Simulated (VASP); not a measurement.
# CsO (Immm) in VASP: notebook, part 2 of 2

VASP 6.6.1. The steps go on from the part before.

### Step 3. Electric field gradients, LDA

Contents of INCAR:

```
SYSTEM = CsO
PREC     = Accurate       ! precision mode
ENCUT    = 520            ! plane-wave cutoff, eV
EDIFF    = 1E-8           ! SCF threshold, eV
ISMEAR   = -1             ! smearing method
SIGMA    = 0.01           ! smearing width, eV
LREAL    = .False.        ! projectors in reciprocal space
LASPH    = .True.         ! aspherical terms in the spheres
NELM     = 100            ! most SCF steps
ALGO     = Normal         ! electronic algorithm
ISIF     = 2              ! what is computed and relaxed
LWAVE    = .False.        ! write WAVECAR
LCHARG   = .False.        ! write CHGCAR
LEFG     = .True.       
NBANDS   = 23             ! bands
```

Contents of KPOINTS:

```
regular mesh
0
Gamma
  7 7 7
  0 0 0
```

Contents of POSCAR:

```
CsO
1.0
   -2.1668547950      3.2186837237      3.7788316351
    2.1668547950     -3.2186837237      3.7788316351
    2.1668547950      3.2186837237     -3.7788316351
Cs O
2 2
Direct
    0.2535603300      0.2535603300      0.0000000000
    0.7464396700      0.7464396700      0.0000000000
    0.6171968000      0.0000000000      0.6171968000
    0.3828032000      0.0000000000      0.3828032000
```

Potentials or basis: VASP PAW LDA potentials, release 64 (Cs_sv, O).

Command:

```sh
$ cat potpaw_LDA.64/Cs_sv/POTCAR potpaw_LDA.64/O/POTCAR > POTCAR
$ mpirun -np 1 vasp_std > vasp.out
```

OUTCAR:

```text
SYSTEM = CsO
   PREC = Accurate
   ENCUT = 520
   EDIFF = 1E-8
   ISMEAR = -1
   LREAL = .False.
   LASPH = .True.
   NELM = 100
   ISIF = 2

 ion  position               nearest neighbor table
   1  0.254  0.254  0.000-
   2  0.746  0.746  0.000-
   3  0.617  0.000  0.617-   4 1.51
   4  0.383  0.000  0.383-   3 1.51

  LATTYP: Found a body centered orthorhombic cell.
 ALAT       =     4.3337095900
 B/A-ratio  =     1.4854173575
 C/A-ratio  =     1.7439247170

  Lattice vectors:

 A1 = (  -2.1668547950,   3.2186837237,   3.7788316351)
 A2 = (   2.1668547950,  -3.2186837237,   3.7788316351)
 A3 = (   2.1668547950,   3.2186837237,  -3.7788316351)

Analysis of symmetry for initial positions (statically):
=====================================================================
 Subroutine PRICEL returns:
 Original cell was already a primitive cell.

 Routine SETGRP: Setting up the symmetry group for a
[... 825 lines left out ...]
      0.00000      0.00000      1.91632        -0.000000     -0.000000      0.152510
      0.00000      0.00000      5.64134         0.000000     -0.000000     -0.152510
      0.00000      3.97312      0.00000         0.000000     -0.532945      0.000000
      0.00000      2.46424      0.00000        -0.000000      0.532945     -0.000000
 -----------------------------------------------------------------------------------
    total drift:                               -0.000000      0.000000      0.000000

  FREE ENERGIE OF THE ION-ELECTRON SYSTEM (eV)
  ---------------------------------------------------
  free  energy   TOTEN  =       -17.8863540160 eV

  energy  without entropy=      -17.8863540160  energy(sigma->0) =      -17.88635402

 Electric field gradients (V/A^2)
---------------------------------------------------------------------
 ion       V_xx      V_yy      V_zz      V_xy      V_xz      V_yz
---------------------------------------------------------------------
   1      -0.547    -7.468     8.015     0.000     0.000     0.000
   2      -0.547    -7.468     8.015     0.000     0.000     0.000
   3    -135.983   285.830  -149.847    -0.000    -0.001    -0.001
   4    -135.983   285.830  -149.847    -0.000    -0.001    -0.001
---------------------------------------------------------------------

 Electric field gradients after diagonalization (V/A^2)
 (convention: |V_zz| > |V_xx| > |V_yy|)
----------------------------------------------------------------------
 ion       V_xx      V_yy      V_zz     asymmetry (V_yy - V_xx)/ V_zz
----------------------------------------------------------------------
   1      -7.468    -0.547     8.015       0.864
   2      -7.468    -0.547     8.015       0.864
   3    -149.847  -135.983   285.830       0.049
   4    -149.847  -135.983   285.830       0.049
----------------------------------------------------------------------

           NMR quadrupolar parameters

 Cq : quadrupolar parameter    Cq=e*Q*V_zz/h
 eta: asymmetry parameters     (V_yy - V_xx)/ V_zz
 Q  : nuclear electric quadrupole moment in mb (millibarn)
----------------------------------------------------------------------
 ion       Cq(MHz)       eta       Q (mb)
----------------------------------------------------------------------
   1       0.019       0.864       1.000
   2       0.019       0.864       1.000
   3       0.691       0.049       1.000
   4       0.691       0.049       1.000
----------------------------------------------------------------------
```

OSZICAR:

```text
N       E                     dE             d eps       ncg     rms          rms(c)
DAV:   1     0.193164810720E+03    0.19316E+03   -0.13751E+04  2944   0.114E+03
DAV:   2    -0.709627688028E+01   -0.20026E+03   -0.19098E+03  4157   0.225E+02
DAV:   3    -0.213940667571E+02   -0.14298E+02   -0.14235E+02  3909   0.669E+01
DAV:   4    -0.215154823884E+02   -0.12142E+00   -0.12139E+00  3483   0.684E+00
DAV:   5    -0.215165447396E+02   -0.10624E-02   -0.10623E-02  4093   0.574E-01    0.991E+00
DAV:   6    -0.181801344871E+02    0.33364E+01   -0.78557E+00  3701   0.223E+01    0.364E+00
DAV:   7    -0.180138297568E+02    0.16630E+00   -0.15032E+00  3657   0.627E+00    0.237E+00
DAV:   8    -0.179179385225E+02    0.95891E-01   -0.53974E-01  3280   0.424E+00    0.116E+00
DAV:   9    -0.178920163780E+02    0.25922E-01   -0.28113E-01  3553   0.273E+00    0.619E-01
DAV:  10    -0.178890490498E+02    0.29673E-02   -0.83372E-02  3448   0.147E+00    0.344E-01
DAV:  11    -0.178862645382E+02    0.27845E-02   -0.12023E-02  3518   0.602E-01    0.462E-02
DAV:  12    -0.178863908461E+02   -0.12631E-03   -0.14999E-03  3547   0.190E-01    0.446E-02
DAV:  13    -0.178863638140E+02    0.27032E-04   -0.44169E-04  3546   0.103E-01    0.235E-02
DAV:  14    -0.178863538322E+02    0.99817E-05   -0.76663E-05  3553   0.458E-02    0.375E-03
DAV:  15    -0.178863540094E+02   -0.17714E-06   -0.33905E-06  3378   0.104E-02    0.710E-04
DAV:  16    -0.178863540204E+02   -0.10980E-07   -0.73968E-08  3925   0.155E-03    0.501E-04
DAV:  17    -0.178863540160E+02    0.43085E-08   -0.77558E-09  2705   0.503E-04
   1 F= -.17886354E+02 E0= -.17886354E+02  d E =-.283191E-11
```

Wall time 2 min (1 thread of Intel Xeon 6975P-C (Granite Rapids), shared host); peak memory 0.27 GiB.

What came out:

```yaml
Free_energy: -17.8864 eV
Pressure: -3.1 GPa
Largest_force: 0.533 eV/Å
Band_gap_on_the_k_mesh: 1.55 eV, indirect (least direct gap 1.64 eV)
```

Forces on the atoms (eV/Å):
```
Cs   0.000  0.000  0.153
Cs   0.000  0.000 -0.153
O    0.000 -0.533  0.000
O    0.000  0.533  0.000
```

Levels at points of the mesh, in eV from the valence-band top:
```tsv
k point	band 12	band 13	band 14	band 15	band 16	band 17	band 18	band 19
(0.00, 0.00, 0.00)	-3.86	-3.81	-0.72	0.00	1.64	2.02	2.79	4.06
```

Electric field gradients, principal values (V/Å²):
```csv
atom,least,middle,greatest (by size)
1 Cs,-0.547,-7.468,8.015
2 Cs,-0.547,-7.468,8.015
3 O,-135.983,-149.847,285.830
4 O,-135.983,-149.847,285.830
```

Caveat: without QUAD_EFG the Cq values of the log hold for a quadrupole moment of 1 mb, not for the nuclei; spin-orbit coupling is left out, which moves the levels of the heavy elements. A k mesh can miss the band edges.
